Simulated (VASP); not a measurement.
**LiH: single point with PBEsol**

LiH:

```
CELL_PARAMETERS angstrom
0.00000 2.03675 2.03675
2.03675 0.00000 2.03675
2.03675 2.03675 0.00000
ATOMIC_POSITIONS crystal
Li 0.00000 0.00000 0.00000
H 0.50000 0.50000 0.50000
```

```
Program             : VASP 6.6.1
Task                : single point
Functional          : PBEsol
Potentials or basis : VASP PAW PBE potentials, release 64 (Li_sv, H)
Cutoff              : 520 eV
k mesh              : 11 × 11 × 11
Occupations         : fermi-dirac, width 0.05 eV
Spin                : no spin polarisation
```

```
Band gap on the k mesh : 2.97 eV, direct
```

Levels at points of the mesh, in eV from the valence-band top:
| k point | band 1 | band 2 | band 3 | band 4 | band 5 |
| --- | --- | --- | --- | --- | --- |
| (0.00, 0.00, 0.00) | -43.71 | -5.32 | 15.52 | 17.30 | 17.30 |

It took 9.8 s on 1 thread of AMD EPYC 7R13 Processor (Zen 3), with other jobs on the host, peak memory 0.1 GiB.

 A k mesh can miss the band edges.
